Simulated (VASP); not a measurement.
# In2Sb (P6_3/mmc) in VASP: notebook

Runs on In2Sb. Level: PBEsol. Tasks: single point.

Everything below comes from runs of VASP 6.6.1. Logs are shortened: lines on timing, memory, paths and dates and some standing lists are left out, and cuts for length are marked.

## Step 1: The cell of the first run

Symmetry: P6_3/mmc, No. 194, hexagonal system. The conventional cell has a = 5.432 Å, b = 5.432 Å, c = 6.531 Å, α = 90.00°, β = 90.00°, γ = 120.00°. In (site symmetry -6m2) has 5 Sb at 3.14 to 3.27 Å and 6 In at 3.54 Å within 4.1 Å. Within 4.3 Å of In (site symmetry -3m) lie 8 In at 3.27 to 3.54 Å and 6 Sb at 3.54 Å. Within 4.1 Å of Sb (site symmetry -6m2) lie 11 In at 3.14 to 3.54 Å.

## Step 2: Single point, PBEsol (27.82 Å³/atom)

The input, INCAR:

```
SYSTEM = In2Sb
PREC = Accurate ; ENCUT = 520
EDIFF = 1E-6 ; ISMEAR = 0
SIGMA = 0.1 ; LREAL = .False.
LASPH = .True. ; NELM = 100
ALGO = Fast ; ISIF = 2
LWAVE = .False. ; LCHARG = .True.
GGA = PS ; LELF = .True.
LVHAR = .True. ; NBANDS = 40
```

The input, KPOINTS:

```
Automatic mesh
0
Gamma
  12 12 6
  0 0 0
```

The input, POSCAR:

```
In2Sb
1.0
    5.4324758421      0.0000000000      0.0000000000
   -2.7162379211      4.7046620847      0.0000000000
    0.0000000000      0.0000000000      6.5313383790
In Sb
4 2
Direct
    0.6666666667      0.3333333333      0.2500000000
    0.3333333333      0.6666666667      0.7500000000
    0.0000000000      0.0000000000      0.5000000000
    0.0000000000      0.0000000000      0.0000000000
    0.6666666667      0.3333333333      0.7500000000
    0.3333333333      0.6666666667      0.2500000000
```

Potentials or basis: VASP PAW PBE potentials, release 64 (In_d, Sb).

Started as:

```console
$ cat potpaw_PBE.64/In_d/POTCAR potpaw_PBE.64/Sb/POTCAR > POTCAR
$ mpirun -np 1 vasp_std > vasp.out
```

OUTCAR:

```text
SYSTEM = In2Sb
   PREC = Accurate
   ENCUT = 520
   EDIFF = 1E-6
   ISMEAR = 0
   LREAL = .False.
   LASPH = .True.
   NELM = 100
   ISIF = 2
   GGA = PS

 ion  position               nearest neighbor table
   1  0.667  0.333  0.250-   6 3.14   6 3.14   6 3.14   5 3.27   5 3.27   3 3.54   4 3.54   3 3.54
                             4 3.54   3 3.54   4 3.54
   2  0.333  0.667  0.750-   5 3.14   5 3.14   5 3.14   6 3.27   6 3.27   3 3.54   4 3.54   4 3.54
                             3 3.54   4 3.54   3 3.54
   3  0.000  0.000  0.500-   4 3.27   4 3.27   1 3.54   5 3.54   6 3.54   2 3.54   1 3.54   5 3.54
                             2 3.54   6 3.54   1 3.54   5 3.54   2 3.54   6 3.54
   4  0.000  0.000  0.000-   3 3.27   3 3.27   1 3.54   5 3.54   6 3.54   2 3.54   1 3.54   5 3.54
                             2 3.54   6 3.54   1 3.54   5 3.54   2 3.54   6 3.54
   5  0.667  0.333  0.750-   2 3.14   2 3.14   2 3.14   1 3.27   1 3.27   3 3.54   4 3.54   3 3.54
                             4 3.54   3 3.54   4 3.54
   6  0.333  0.667  0.250-   1 3.14   1 3.14   1 3.14   2 3.27   2 3.27   3 3.54   4 3.54   4 3.54
                             3 3.54   4 3.54   3 3.54

  LATTYP: Found a hexagonal cell.
 ALAT       =     5.4324758421
 C/A-ratio  =     1.2022765621

  Lattice vectors:

 A1 = (   5.4324758421,   0.0000000000,   0.0000000000)
 A2 = (  -2.7162379211,   4.7046620847,   0.0000000000)
 A3 = (   0.0000000000,   0.0000000000,   6.5313383790)

Analysis of symmetry for initial positions (statically):
=====================================================================
 Subroutine PRICEL returns:
 Original cell was already a primitive cell.

 Routine SETGRP: Setting up the symmetry group for a
 hexagonal supercell.

 Subroutine GETGRP returns: Found 24 space group operations
 (whereof 12 operations were pure point group operations)
 out of a pool of 24 trial point group operations.

The static configuration has the point symmetry D_3d.
 The point group associated with its full space group is D_6h.

Analysis of symmetry for dynamics (positions and initial velocities):
=====================================================================
 Subroutine PRICEL returns:
 Original cell was already a primitive cell.

 Routine SETGRP: Setting up the symmetry group for a
 hexagonal supercell.

 Subroutine GETGRP returns: Found 24 space group operations
 (whereof 12 operations were pure point group operations)
 out of a pool of 24 trial point group operations.

The dynamic configuration has the point symmetry D_3d.
 The point group associated with its full space group is D_6h.

 Subroutine INISYM returns: Found 24 space group operations
 (whereof 12 operations are pure point group operations),
 and found     1 'primitive' translations

----------------------------------------------------------------------------------------

                                     Primitive cell

  volume of cell :     166.9277

  direct lattice vectors                    reciprocal lattice vectors
     5.432475842  0.000000000  0.000000000     0.184078131  0.106277559  0.000000000
    -2.716237921  4.704662085  0.000000000     0.000000000  0.212555117  0.000000000
     0.000000000  0.000000000  6.531338379     0.000000000  0.000000000  0.153107976

  length of vectors
     5.432475842  5.432475842  6.531338379     0.212555117  0.212555117  0.153107976

  position of ions in fractional coordinates (direct lattice)
     0.666666667  0.333333333  0.250000000
     0.333333333  0.666666667  0.750000000
     0.000000000  0.000000000  0.500000000
     0.000000000  0.000000000  0.000000000
     0.666666667  0.333333333  0.750000000
     0.333333333  0.666666667  0.250000000

  ion indices of the primitive-cell ions
   primitive index   ion index
                 1           1
                 2           2
                 3           3
                 4           4
                 5           5
                 6           6

----------------------------------------------------------------------------------------

 KPOINTS: Automatic mesh

Automatic generation of k-mesh.
 Grid dimensions read from file:
 generate k-points for:   12   12    6

 Generating k-lattice:

  Cartesian coordinates                     Fractional coordinates (reciprocal lattice)
     0.015339844  0.008856463  0.000000000     0.083333333  0.000000000  0.000000000
     0.000000000  0.017712926  0.000000000     0.000000000  0.083333333  0.000000000
     0.000000000  0.000000000  0.025517996     0.000000000  0.000000000  0.166666667

  Length of vectors
     0.017712926  0.017712926  0.025517996

  Shift w.r.t. Gamma in fractional coordinates (k-lattice)
     0.000000000  0.000000000  0.000000000

 Subroutine IBZKPT returns following result:
 ===========================================

 Found     76 irreducible k-points:

 Following reciprocal coordinates:
            Coordinates               Weight
  0.000000  0.000000  0.000000      1.000000
  0.083333  0.000000  0.000000      6.000000
  0.166667  0.000000  0.000000      6.000000
  0.250000  0.000000  0.000000      6.000000
  0.333333  0.000000  0.000000      6.000000
  0.416667  0.000000  0.000000      6.000000
[... 16 lines left out ...]
  0.250000  0.000000  0.166667     12.000000
  0.333333  0.000000  0.166667     12.000000
 [... further k-points ...]
   k-points           NKPTS =     76   k-points in BZ     NKDIM =     76   number of bands    NBANDS=     40
   number of dos      NEDOS =    301   number of ions     NIONS =      6
   total plane-waves  NPLWV =  80000
   dimension x,y,z NGX =    40 NGY =   40 NGZ =   50
   dimension x,y,z NGXF=    80 NGYF=   80 NGZF=  100
   ions per type =               4   2
   NGX,Y,Z   is equivalent  to a cutoff of  12.24, 12.24, 12.73 a.u.
   NGXF,Y,Z  is equivalent  to a cutoff of  24.48, 24.48, 25.45 a.u.
 SYSTEM =  In2Sb
   PREC   = accura    normal or accurate (medium, high low for compatibility)
   ISTART =      0    job   : 0-new  1-cont  2-samecut
   ICHARG =      2    charge: 1-file 2-atom 10-const
   ISPIN  =      1    spin polarized calculation?
   LNONCOLLINEAR =      F non collinear calculations
   LSORBIT =      F    spin-orbit coupling
   LASPH  =      T    aspherical Exc in radial PAW
   ENCUT  =  520.0 eV  38.22 Ry    6.18 a.u.  10.10 10.10 12.14*2*pi/ulx,y,z
   NELM   =    100;   NELMIN=  2; NELMDL= -5     # of ELM steps
   EDIFF  = 0.1E-05   stopping-criterion for ELM
   LREAL  =      F    real-space projection
   EDIFFG = 0.1E-04   stopping-criterion for IOM
   NSW    =      0    number of steps for IOM
   IBRION =     -1    ionic relax: 0-MD 1-quasi-New 2-CG
   NFREE  =      0    steps in history (QN), initial steepest desc. (CG)
   ISIF   =      2    stress and relaxation
   ISYM   =      2    0-nonsym 1-usesym 2-fastsym
   POTIM  = 0.5000    time-step for ionic-motion
   TEBEG  =    0.0;   TEEND  =   0.0 temperature during run
   PSTRESS=    0.0 pullay stress
   NELECT =      62.0000    total number of electrons
   NUPDOWN=      -1.0000    fix difference up-down
   EMIN   =  10.00;   EMAX   =-10.00  energy-range for DOS
   EFERMI =   0.00;   METHOD = LEGACY
   ISMEAR =     0;   SIGMA  =   0.10  broadening in eV -4-tet -1-fermi 0-gaus
   EFERMI_NEDOS =   21; number of points for ismear=-14 and -15
   IALGO  =     68    algorithm
   IMIX   =      4    mixing-type and parameters
     AMIX     =   0.40;   BMIX     =  1.00
     AMIX_MAG =   1.60;   BMIX_MAG =  1.00
  volume/ion in A,a.u.               =      27.82       187.75
  Fermi-wavevector in a.u.,A,eV,Ry     =   1.176782  2.223795 18.841555  1.384815
  Thomas-Fermi vector in A             =   2.313140
   LORBIT       =      0    0 simple, 1 ext, 2 COOP (PROOUT), +10 PAW based schemes
   GGA     = PS    functional components
   LHFCALC =     F    Hartree Fock is set to
   AEXX    =    0.0000 exact exchange contribution
   IVDW    =     0    specifies the selected vdW correction
   LEPSILON=     F    determine dielectric tensor
   LRPA    =     F    only Hartree local field effects (RPA)
 non-spin polarized calculation
 RMM-DIIS sequential band-by-band and
 Gauss-broadening in eV      SIGMA  =   0.10
  energy-cutoff  :      520.00
  volume of cell :      166.93
 maximum number of plane-waves:      4519
   NGX = 21   NGY = 21   NGZ = 25

 number of electron      62.0000001 magnetization

 Free energy of the ion-electron system (eV)
  ---------------------------------------------------
  ext. energy  EPLUGINS =         0.00000000
  ---------------------------------------------------
  free energy    TOTEN  =       -21.02841628 eV

  energy without entropy =      -21.01432328  energy(sigma->0) =      -21.02136978

 E-fermi :   7.0290     XC(G=0): -10.1222

 val. band max:        7.0256919314   @ k =   0.3333   0.0000   0.3333
 cond. band min:       7.0405636275   @ k =   0.4167   0.1667   0.1667
 fundamental gap:      0.0148716960
 Fermi energy:         7.0289834212

 k-point     1 :       0.0000    0.0000    0.0000
  band No.  band energies     occupation
      1      -7.5918      2.00000
      2      -7.5493      2.00000
      3      -7.5493      2.00000
      4      -7.4911      2.00000
      5      -7.4911      2.00000
      6      -7.4436      2.00000
[... 32 lines left out ...]
     39       9.5296      0.00000
     40      11.1915      0.00000

 k-point     2 :       0.0833    0.0000    0.0000
  band No.  band energies     occupation
      1      -7.5913      2.00000
      2      -7.5502      2.00000
      3      -7.5471      2.00000
      4      -7.4889      2.00000
      5      -7.4868      2.00000
      6      -7.4400      2.00000
[... 32 lines left out ...]
     39       9.9356      0.00000
     40      11.1662      0.00000

 k-point     3 :       0.1667    0.0000    0.0000
  band No.  band energies     occupation
      1      -7.5899      2.00000
      2      -7.5512      2.00000
      3      -7.5411      2.00000
      4      -7.4825      2.00000
      5      -7.4743      2.00000
      6      -7.4470      2.00000
[... 32 lines left out ...]
     39      10.7990      0.00000
     40      11.2927      0.00000

 k-point     4 :       0.2500    0.0000    0.0000
  band No.  band energies     occupation
      1      -7.5880      2.00000
      2      -7.5490      2.00000
      3      -7.5334      2.00000
      4      -7.4730      2.00000
      5      -7.4629      2.00000
      6      -7.4545      2.00000
[... 32 lines left out ...]
     39      11.6052      0.00000
     40      11.7210      0.00000
[... 772 lines left out ...]
     39      10.5191      0.00000
     40      11.3642      0.00000

 k-point    23 :       0.2500    0.0000    0.1667
  band No.  band energies     occupation
      1      -7.5648      2.00000
      2      -7.5388      2.00000
      3      -7.5263      2.00000
      4      -7.4720      2.00000
      5      -7.4652      2.00000
      6      -7.4525      2.00000
[... 32 lines left out ...]
     39      10.6925      0.00000
     40      11.9513      0.00000

 k-point    24 :       0.3333    0.0000    0.1667
  band No.  band energies     occupation
      1      -7.5635      2.00000
      2      -7.5321      2.00000
      3      -7.5206      2.00000
      4      -7.4741      2.00000
      5      -7.4650      2.00000
      6      -7.4394      2.00000
[... 32 lines left out ...]
     39      11.3373      0.00000
     40      11.7813      0.00000

 [... further k-points ...]

------------------------ aborting loop because EDIFF is reached ----------------------------------------

  FORCE on cell =-STRESS in cart. coord.  units (eV):
  Direction    XX          YY          ZZ          XY          YZ          ZX
  --------------------------------------------------------------------------------------
  -------------------------------------------------------------------------------------
  Total       -2.5768657     -2.5768657     -2.4922284      0.0000000      0.0000000      0.0000000
  in kB      -24.7328371    -24.7328371    -23.9204863      0.0000000      0.0000000      0.0000000
  external PRESSURE =     -24.4620535 kB  Pullay stress =       0.0000000 kB

 VOLUME and BASIS-vectors are now :
 -----------------------------------------------------------------------------
  energy-cutoff  :      520.00
  volume of cell :      166.93
      direct lattice vectors                 reciprocal lattice vectors
     5.432475842  0.000000000  0.000000000     0.184078131  0.106277559  0.000000000
    -2.716237921  4.704662085  0.000000000     0.000000000  0.212555117  0.000000000
     0.000000000  0.000000000  6.531338379     0.000000000  0.000000000  0.153107976

 POSITION                                       TOTAL-FORCE (eV/Angst)
 -----------------------------------------------------------------------------------
      2.71624      1.56822      1.63283         0.000000     -0.000000      0.000000
     -0.00000      3.13644      4.89850        -0.000000      0.000000      0.000000
      0.00000      0.00000      3.26567        -0.000000      0.000000      0.000000
      0.00000      0.00000      0.00000        -0.000000      0.000000      0.000000
      2.71624      1.56822      4.89850         0.000000     -0.000000      0.000000
     -0.00000      3.13644      1.63283        -0.000000      0.000000      0.000000
 -----------------------------------------------------------------------------------
    total drift:                               -0.000000      0.000000     -0.000000

  FREE ENERGIE OF THE ION-ELECTRON SYSTEM (eV)
  ---------------------------------------------------
  free  energy   TOTEN  =       -21.0284162753 eV

  energy  without entropy=      -21.0143232843  energy(sigma->0) =      -21.02136978
```

It took 17 min on 1 thread of Oxide Virtual Turin-like, shared host; peak memory 0.5 GiB.

What came out:

| Property | Result |
| --- | --- |
| Free energy | -21.0284 eV |
| Pressure | -2.4 GPa |
| Band gap on the k mesh | zero (bands 31 and 32 overlap by 2.08 eV) |

Stress tensor (GPa, compression positive):
```
-2.47  0.00  0.00
 0.00 -2.47  0.00
 0.00  0.00 -2.39
```

Caveat: the PAW data sets were made with another functional, which shifts forces and pressure a little; spin-orbit coupling is left out, which moves the levels of the heavy elements.

## Step 3: Single point, PBEsol (23.10 Å³/atom)

This run uses another cell than the first one, of 23.10 Å³/atom.

The input, INCAR:

```
  ALGO = Fast
  EDIFF = 1E-7
  ENCUT = 520
  GGA = PS
  ISIF = 2
  ISMEAR = 0
  LASPH = T
  LCHARG = F
  LREAL = F
  LWAVE = F
  NBANDS = 40
  NELM = 100
  PREC = Accurate
  SIGMA = 0.1
```

The input, KPOINTS:

```
k-points
0
Gamma
  12 12 6
```

POSCAR: that of step 2 with these lines changed.

```diff
@@ -2,5 +2,5 @@
 1.0
-    5.4324758421      0.0000000000      0.0000000000
-   -2.7162379211      4.7046620847      0.0000000000
-    0.0000000000      0.0000000000      6.5313383790
+    5.1232082032      0.0000000000      0.0000000000
+   -2.5616041016      4.4368284529      0.0000000000
+    0.0000000000      0.0000000000      6.0966405111
 In Sb
```

Potentials or basis: VASP PAW PBE potentials, release 64 (In_d, Sb).

Started as:

```console
$ cat potpaw_PBE.64/In_d/POTCAR potpaw_PBE.64/Sb/POTCAR > POTCAR
$ mpirun -np 1 vasp_std > vasp.out
```

Wall time 18 min (1 thread of Oxide Virtual Turin-like, shared host); peak memory 0.45 GiB.

It converged, with:

```
Free energy            : -20.6527 eV
Pressure               : 8.6 GPa
Band gap on the k mesh : zero (bands 31 and 32 overlap by 2.76 eV)
```

Stress tensor (GPa, compression positive):
```
8.62 0.00 0.00
0.00 8.62 0.00
0.00 0.00 8.70
```

Levels at points of the mesh, in eV from the Fermi level:
```tsv
k point	band 27	band 28	band 29	band 30	band 31	band 32	band 33	band 34	band 35	band 36
(0.00, 0.00, 0.00)	-3.07	-2.40	-2.40	-0.97	-0.69	-0.46	-0.46	0.54	0.73	2.17
(0.50, 0.00, 0.00)	-4.54	-4.04	-1.79	-1.66	-1.33	1.22	1.95	2.49	3.72	3.73
(0.00, 0.00, 0.50)	-2.32	-2.32	-2.28	-2.28	-1.02	-1.02	-0.75	-0.75	-0.75	-0.75
(0.50, 0.00, 0.50)	-3.85	-3.85	-0.21	-0.21	0.85	0.85	3.25	3.25	3.45	3.45
```

Caveat: the cell stands under pressure; the PAW data sets were made with another functional, which shifts forces and pressure a little; spin-orbit coupling is left out, which moves the levels of the heavy elements.

## Step 4: Single point, PBEsol (23.88 Å³/atom)

This run uses another cell than the first one, of 23.88 Å³/atom.

The input, INCAR:

```
SYSTEM = In2Sb
  PREC = Accurate
  ENCUT = 520
  EDIFF = 1E-6
  ISMEAR = 0
  SIGMA = 0.1
  LREAL = .False.
  LASPH = .True.
  NELM = 60
  ALGO = Fast
  ISIF = 2
  LWAVE = .False.
  LCHARG = .False.
  GGA = PS
  NBANDS = 40
```

The input, KPOINTS:

```
regular mesh
0
Gamma
  12 12 6
  0 0 0
```

POSCAR: that of step 3 with these lines changed.

```diff
@@ -2,5 +2,5 @@
 1.0
-    5.1232082032      0.0000000000      0.0000000000
-   -2.5616041016      4.4368284529      0.0000000000
-    0.0000000000      0.0000000000      6.0966405111
+    5.1752912656      0.0000000000      0.0000000000
+   -2.5876456328      4.4819337080      0.0000000000
+    0.0000000000      0.0000000000      6.1782250662
 In Sb
```

Started as:

```console
$ cat potpaw_PBE.64/In_d/POTCAR potpaw_PBE.64/Sb/POTCAR > POTCAR
$ mpirun -np 1 vasp_std > vasp.out
```

Run time: 13 min. Hardware: 1 thread of Oxide Virtual Turin-like, shared host; peak memory 0.46 GiB.

The run converged. Its results:

| Property | Result |
| --- | --- |
| Free energy | -20.8664 eV |
| Pressure | 5.8 GPa |
| Band gap on the k mesh | zero (bands 31 and 32 overlap by 2.65 eV) |

Stress tensor (GPa, compression positive):
```
5.86 0.00 0.00
0.00 5.86 0.00
0.00 0.00 5.71
```

Levels at points of the mesh, in eV from the Fermi level:
| k point | band 29 | band 30 | band 31 | band 32 | band 33 | band 34 |
| --- | --- | --- | --- | --- | --- | --- |
| (0.00, 0.00, 0.00) | -2.28 | -0.90 | -0.86 | -0.42 | -0.42 | 0.54 |
| (0.50, 0.00, 0.00) | -1.74 | -1.65 | -1.31 | 1.26 | 1.86 | 2.43 |
| (0.00, 0.00, 0.50) | -2.23 | -2.23 | -1.00 | -1.00 | -0.65 | -0.65 |
| (0.50, 0.00, 0.50) | -0.25 | -0.25 | 0.83 | 0.83 | 3.11 | 3.11 |

Caveat: the cell stands under pressure; the PAW data sets were made with another functional, which shifts forces and pressure a little; spin-orbit coupling is left out, which moves the levels of the heavy elements.

## Step 5: The runs side by side

| cell | further INCAR settings | gap on the mesh (eV) | pressure (GPa) |
| --- | --- | --- | --- |
| a = 5.432, b = 5.432, c = 6.531 Å, angles 90.0, 90.0, 120.0°, 6 atoms | ALGO = Fast; EDIFF = 1e-06; NBANDS = 40 | none | -2.4 |
| a = 5.123, b = 5.123, c = 6.097 Å, angles 90.0, 90.0, 120.0°, 6 atoms | ALGO = Fast; EDIFF = 1e-07; NBANDS = 40 | none | 8.6 |
| a = 5.175, b = 5.175, c = 6.178 Å, angles 90.0, 90.0, 120.0°, 6 atoms | ALGO = Fast; EDIFF = 1e-06; NBANDS = 40 | none | 5.8 |

Alike in all rows: task single point; level PBEsol; potentials or basis VASP PAW PBE potentials, release 64 (In_d, Sb); no spin polarisation; k mesh 12 × 12 × 6; cutoff (eV) 520; smearing gaussian 0.1 eV.

Caveats: the PAW data sets were made with another functional, which shifts forces and pressure a little; spin-orbit coupling is left out, which moves the levels of the heavy elements; the cell stands under pressure (at least some runs).

Absolute energies hang on the potentials; compare differences alone.

The gap in the log of VASP goes by the Fermi energy; the results here count the filled bands.